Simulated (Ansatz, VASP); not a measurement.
One calculation of LiF, two programs

POSCAR

```
LiF
1.0
    0.0000000000      1.9334400000      2.1751200000
    1.9334400000      0.0000000000      2.1751200000
    1.9334400000      1.9334400000      0.0000000000
Li F
1 1
Direct
    0.0000000000      0.0000000000      0.0000000000
    0.5000000000      0.5000000000      0.5000000000
```

Contents of INCAR.step1:

```
PREC     = Accurate       # precision mode
ENCUT    = 520            # plane-wave cutoff, eV
ISMEAR   = 0              # smearing method
SIGMA    = 0.05           # smearing width, eV
LREAL    = F              # projectors in reciprocal space
LASPH    = T              # aspherical terms in the spheres
NELM     = 100            # most SCF steps
NBANDS   = 12             # bands
GGA      = PE             # functional
ALGO     = Normal         # electronic algorithm
EDIFF    = 1E-4           # SCF threshold, eV
LWAVE    = T              # write WAVECAR
LCHARG   = F              # write CHGCAR
```

INCAR.step2

```
PREC     = Accurate       # precision mode
ENCUT    = 520            # plane-wave cutoff, eV
EDIFF    = 1E-7           # SCF threshold, eV
ISMEAR   = 0              # smearing method
SIGMA    = 0.05           # smearing width, eV
LREAL    = F              # projectors in reciprocal space
LASPH    = T              # aspherical terms in the spheres
NELM     = 100            # most SCF steps
ALGO     = Normal         # electronic algorithm
ISIF     = 2              # what is computed and relaxed
LWAVE    = F              # write WAVECAR
LCHARG   = T              # write CHGCAR
METAGGA  = R2SCAN         # meta-GGA
LMIXTAU  = T            
LELF     = T              # ELF
LVHAR    = T            
NBANDS   = 12             # bands
ISTART   = 1
```

The input KPOINTS:

```
regular mesh
0
Gamma
  10 10 10
```

Input for Ansatz:

```yaml
crystal:
  lattice:
    - [0.0, 1.93344, 2.17512]
    - [1.93344, 0.0, 2.17512]
    - [1.93344, 1.93344, 0.0]
  atoms:
    - { symbol: Li, position: [0.0, 0.0, 0.0] }
    - { symbol: F, position: [0.5, 0.5, 0.5] }
basis:
  ecutwfc: 500
kpoints:
  mp_grid: { grid: [10, 10, 10] }
hamiltonian:
  xc: r2scan
scf:
  occupations: { method: gaussian, width: 0.05 }
output:
  forces: true
  stress: true
  eigenvalues: true
```

Change from the starting cell: strain -0.040 along x and y, +0.080 along z, atoms carried along.

Alike in both runs: task single point; functional r2SCAN; k mesh 10 × 10 × 10; occupations gaussian, width 0.05 eV; no spin polarisation.

|  | VASP | Ansatz |
| --- | --- | --- |
| version | VASP 6.6.1 | Ansatz 0.2.0 |
| potentials or method | VASP PAW PBE potentials, release 64 (Li_sv, F), cutoff 520 eV | scalar-relativistic, plane waves, PAW |
| valence electrons in the cell | 10 | 10 |

```tsv
	VASP	Ansatz	Ansatz less VASP
gap on the k mesh at the Fermi level (eV)	10.13	9.94	-0.190
least direct gap on the mesh (eV)	10.13	9.94	-0.190
```

VASP's potentials were made for PBE, not for r2SCAN.

Noted on VASP's run: the cutoff is short for stress, so the pressure is rough.
